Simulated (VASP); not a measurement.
A run of VASP 6.6.1 is set up as follows.

The input INCAR:

```
ALGO     = Fast           # electronic algorithm
EDIFF    = 1E-7           # SCF threshold, eV
EDIFFG   = -0.01          # ionic threshold
ENCUT    = 600            # plane-wave cutoff, eV
GGA      = PE             # functional
IBRION   = 2              # ionic algorithm
ISIF     = 3              # what is computed and relaxed
ISMEAR   = 0              # smearing method
LASPH    = T              # aspherical terms in the spheres
LCHARG   = F              # write CHGCAR
LREAL    = F              # projectors in reciprocal space
LWAVE    = F              # write WAVECAR
NELM     = 100            # most SCF steps
NSW      = 100            # ionic steps
PREC     = Accurate       # precision mode
SIGMA    = 0.1            # smearing width, eV
```

Contents of KPOINTS:

```
k-points
0
Gamma
  12 12 8
```

File POSCAR:

```
Cu4Mo
1.0
    4.1552165328      0.0000000000      0.0000000000
   -2.0776082664      3.5985230756      0.0000000000
    0.0000000000      0.0000000000      4.8158639258
Cu Mo
4 1
Direct
    0.3333333333      0.6666666667      0.7567700984
    0.3333333333      0.6666666667      0.2432299016
    0.6666666667      0.3333333333      0.2432299016
    0.6666666667      0.3333333333      0.7567700984
    0.0000000000      0.0000000000      0.5000000000
```

Potentials or basis: VASP PAW PBE potentials, release 64 (Cu, Mo_sv).

The run is started by

```bash
$ cat potpaw_PBE.64/Cu/POTCAR potpaw_PBE.64/Mo_sv/POTCAR > POTCAR
$ mpirun -np 1 vasp_std > vasp.out
```

**Question.** Predict the relaxed cell.

**Answer.** a = 4.162 Å, b = 4.162 Å, c = 4.817 Å, α = 90.00°, β = 90.00°, γ = 120.00°.

**Question.** Estimate the space group after relaxing (to 0.05 Å).

**Answer.** P6/mmm (No. 191).

**Question.** Predict the relaxed volume.

**Answer.** 14.45 Å³/atom.

Step by step:
| step | energy change (eV) | largest force (eV/Å) | pressure (GPa) | volume (Å³) |
| --- | --- | --- | --- | --- |
| 1 | 0.0000 | 0.0002 | 0.56 | 72.01 |
| 2 | -0.0003 | 0.0281 | -0.47 | 72.54 |
| 3 | -0.0006 | 0.0167 | 0.01 | 72.32 |
| 4 | -0.0006 | 0.0174 | -0.04 | 72.33 |
| 5 | -0.0006 | 0.0174 | -0.08 | 72.33 |
| 6 | -0.0007 | 0.0029 | 0.13 | 72.25 |
| 7 | -0.0007 | 0.0070 | 0.04 | 72.27 |
